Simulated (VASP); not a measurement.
The system is SiO2.

```
Si O
1.0
    -1.63419    1.86955    2.81237
     1.63419   -1.86955    2.81237
     1.63419    1.86955   -2.81237
Si O
1 2
Direct
  0.00000 0.50000 0.50000
  0.50000 0.00000 0.50000
  0.00000 0.00000 0.00000
```

```yaml
Program: VASP 6.6.1
Task: relaxation of cell and atoms
Functional: PBE
Potentials_or_basis: VASP PAW PBE potentials, release 64 (Si, O)
Cutoff: 600 eV
k_mesh: 8 × 8 × 8
Occupations: gaussian, width 0.1 eV
Spin: no spin polarisation
```

At the start: pressure 22.9 GPa; volume 11.46 Å³/atom.

Q: How do energy, volume and symmetry change on relaxing?

A: Over 20 steps the energy falls by 1820.3 meV/atom and the volume is 9.86 Å³/atom (-13.9 %); space group I4/mmm (No. 139, to 0.05 Å).

Step by step:
```tsv
step	energy change (eV)	largest force (eV/Å)	pressure (GPa)	volume (Å³)
1	0.0000	0.0000	22.89	34.37
2	-0.4688	0.0000	-15.62	42.81
3	-0.6365	0.0000	-6.15	39.48
4	-1.0114	0.0000	-8.65	38.07
5	-3.2341	0.0000	-17.17	32.90
6	22.3433	0.0000	584.44	19.25
7	-3.7287	0.0000	-17.43	32.00
8	-4.6846	0.0000	58.43	26.02
9	-5.0264	0.0000	-1.68	29.21
10	-5.1333	0.0000	33.77	26.98
11	-5.2428	0.0000	14.50	28.00
12	-5.2432	0.0000	19.27	27.71
13	-5.2780	0.0000	23.74	27.79
14	-5.2837	0.0000	22.36	27.77
15	-5.3902	0.0000	13.29	28.42
16	-5.4589	0.0000	1.10	29.44
17	-5.4600	0.0000	-0.36	29.58
18	-5.4600	0.0000	-0.72	29.62
19	-5.4605	0.0000	-0.55	29.61
20	-5.4609	0.0000	-0.14	29.59
```

Final structure:
```
Si O
1.0
    -1.67006    2.64728    1.67311
     1.67006   -2.64728    1.67311
     1.67006    2.64728   -1.67311
Si O
1 2
Direct
  0.00000 0.50000 0.50000
  0.50000 0.00000 0.50000
  0.00000 0.00000 0.00000
```
